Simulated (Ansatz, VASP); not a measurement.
# Sr in VASP and in Ansatz

Contents of INCAR:

```
SYSTEM = Sr
  PREC = Accurate
  ENCUT = 500
  EDIFF = 1E-6
  ISMEAR = -1
  SIGMA = 0.1
  LREAL = .FALSE.
  LASPH = .TRUE.
  NELM = 120
  ALGO = Normal
  ISIF = 2
  LWAVE = .FALSE.
  LCHARG = .FALSE.
  GGA = B5
  ALDAX = 1.0
  AGGAX = 1.0
  AGGAC = 1.0
  ALDAC = 0.0
  NBANDS = 11
  GGA_COMPAT = .FALSE.
```

The input KPOINTS:

```
regular mesh
0
G
  9 9 9
  0 0 0
```

POSCAR

```
Sr
1.0
    3.8008958919      0.0000000000      0.0000000000
    0.0000000000      3.8008958919      0.0000000000
    0.0000000000      0.0000000000      3.8008958919
Sr
1
Direct
    0.0000000000      0.0000000000      0.0000000000
```

Input for Ansatz:

```yaml
crystal:
  lattice:
    - [3.8008958919, 0.0, 0.0]
    - [0.0, 3.8008958919, 0.0]
    - [0.0, 0.0, 3.8008958919]
  atoms:
    - { symbol: Sr, position: [0.0, 0.0, 0.0] }
hamiltonian:
  xc: blyp
  pseudopotentials:
    kind: paw
    azcp:
      Sr: "pseudopotentials/Sr.paw.azcp"
basis:
  ecutwfc: 420
  fft_grid_basis: typed
kpoints:
  mp_grid: { grid: [9, 9, 9], shift: [0, 0, 0] }
magnetization:
  spin_polarized: false
scf:
  occupations: { method: fermi_dirac, width: 0.1 }
  lower_state_search: "off"
output:
  stress: true
```

Alike in both runs: task single point; functional BLYP; k mesh 9 × 9 × 9; occupations fermi-dirac, width 0.1 eV; no spin polarisation.

|  | VASP | Ansatz |
| --- | --- | --- |
| version | VASP 6.6.1 | Ansatz 0.2.0 |
| potentials or method | VASP PAW PBE potentials, release 64 (Sr_sv), cutoff 500 eV | plane waves (420 eV) with PAW, scalar-relativistic |
| valence electrons in the cell | 10 | 10 |

```csv
,VASP,Ansatz,Ansatz less VASP
pressure (GPa),0.7,0.8,+0.03
```

VASP's potentials were made for PBE, not for BLYP.
